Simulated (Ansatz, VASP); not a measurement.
**One calculation of AlFe3B, two programs**

```xyz
5
Lattice="3.8223 0.0000 0.0000 0.0000 3.8223 0.0000 0.0000 0.0000 3.8223" Properties=species:S:1:pos:R:3 pbc="T T T"
Fe    0.0000    0.0000    1.9112
Fe    0.0000    1.9112    0.0000
Fe    1.9112    0.0000    0.0000
Al    1.9112    1.9112    1.9112
B     0.0000    0.0000    0.0000
```

Alike in both runs: task single point; functional PBEsol; k mesh 6 × 6 × 6; occupations fermi-dirac, width 0.05 eV; collinear spin; fixed moment 0 μB.

```csv
,VASP,Ansatz
version,VASP 6.6.1,Ansatz 0.2.0
potentials or method,"VASP PAW PBE potentials, release 64 (Fe, Al, B)",Ansatz PAW
plane-wave cutoff (eV),520,420
valence electrons in the cell,30,54
```

VASP gave:

```
pressure (GPa) : -12.5
```

**Question.** What did Ansatz give for the same quantities?

**Answer.** Pressure (GPa): -13.1.

VASP's potentials were made for PBE, not for PBEsol. With one functional, cell and mesh, what is left measures potentials, basis and numerics. VASP's potentials hold 30 valence electrons a cell and Ansatz's 54, so a difference there can come from the potentials and not from the codes.
